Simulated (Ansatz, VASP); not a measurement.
# One calculation of CdS, two programs

The input POSCAR:

```
CdS
1.0
    0.0000000000      2.7269062253      2.7269062253
    2.7269062253      0.0000000000      2.7269062253
    2.7269062253      2.7269062253      0.0000000000
Cd S
1 1
Direct
   -0.0084923707      0.0084923707      0.0084923707
    0.5297773349      0.4702226651      0.4702226651
```

INCAR.step1

```
SYSTEM = CdS
PREC     = Accurate       ! precision mode
ENCUT    = 520            ! plane-wave cutoff, eV
ISMEAR   = 0              ! smearing method
SIGMA    = 0.05           ! smearing width, eV
LREAL    = .False.        ! projectors in reciprocal space
LASPH    = .True.         ! aspherical terms in the spheres
NELM     = 80             ! most SCF steps
NBANDS   = 16             ! bands
GGA      = PE             ! functional
ALGO     = Normal         ! electronic algorithm
EDIFF    = 1E-4           ! SCF threshold, eV
LWAVE    = .True.         ! write WAVECAR
LCHARG   = .False.        ! write CHGCAR
```

The input INCAR.step2:

```
SYSTEM = CdS
PREC     = Accurate       ! precision mode
ENCUT    = 520            ! plane-wave cutoff, eV
EDIFF    = 1E-7           ! SCF threshold, eV
ISMEAR   = 0              ! smearing method
SIGMA    = 0.05           ! smearing width, eV
LREAL    = .False.        ! projectors in reciprocal space
LASPH    = .True.         ! aspherical terms in the spheres
NELM     = 80             ! most SCF steps
ALGO     = Normal         ! electronic algorithm
ISIF     = 2              ! what is computed and relaxed
LWAVE    = .False.        ! write WAVECAR
LCHARG   = .True.         ! write CHGCAR
METAGGA  = R2SCAN         ! meta-GGA
LMIXTAU  = .True.       
LELF     = .True.         ! ELF
LVHAR    = .True.       
NBANDS   = 16             ! bands
ISTART   = 1
```

KPOINTS

```
regular mesh
0
Gamma
  8 8 8
  0 0 0
```

Input for Ansatz:

```yaml
crystal:
  lattice:
    - [0.0, 2.7269062253, 2.7269062253]
    - [2.7269062253, 0.0, 2.7269062253]
    - [2.7269062253, 2.7269062253, 0.0]
  atoms:
    - { symbol: Cd, position: [-0.0084923707, 0.0084923707, 0.0084923707] }
    - { symbol: S, position: [0.5297773349, 0.4702226651, 0.4702226651] }
basis:
  ecutwfc: 500
kpoints:
  mp_grid: { grid: [8, 8, 8] }
hamiltonian:
  xc: r2scan
scf:
  occupations: { method: gaussian, width: 0.05 }
output:
  forces: true
  stress: true
  eigenvalues: true
```

Change from the starting cell: mode 4 frozen in at -0.162 Å and mode 5 at +0.000 Å (largest displacements).

Alike in both runs: task single point; functional r2SCAN; k mesh 8 × 8 × 8; occupations gaussian, width 0.05 eV; no spin polarisation.

|  | VASP | Ansatz |
| --- | --- | --- |
| version | VASP 6.6.1 | Ansatz 0.2.0 |
| potentials or method | VASP PAW PBE potentials, release 64 (Cd, S), cutoff 520 eV | scalar-relativistic, plane waves, PAW |
| valence electrons in the cell | 18 | 26 |

Ansatz gave:

```
gap on the k mesh at the Fermi level (eV)                     : 0.85
least direct gap on the mesh (eV)                             : 2.34
pressure (GPa)                                                : 1.3
traceless stress, the component that is largest in VASP (GPa) : 3.12
rms of the force components (eV/Å)                            : 0.302
```

Q: Which values does VASP return?

A: gap on the k mesh at the Fermi level (eV): 0.82; least direct gap on the mesh (eV): 2.30; pressure (GPa): 1.8; traceless stress, the component that is largest in VASP (GPa): 3.20; rms of the force components (eV/Å): 0.314.

VASP's potentials were made for PBE, not for r2SCAN. Atom by atom the forces differ by 0.012 eV/Å (rms over components). VASP's potentials hold 18 valence electrons a cell and Ansatz's 26, so a difference there can come from the potentials and not from the codes.
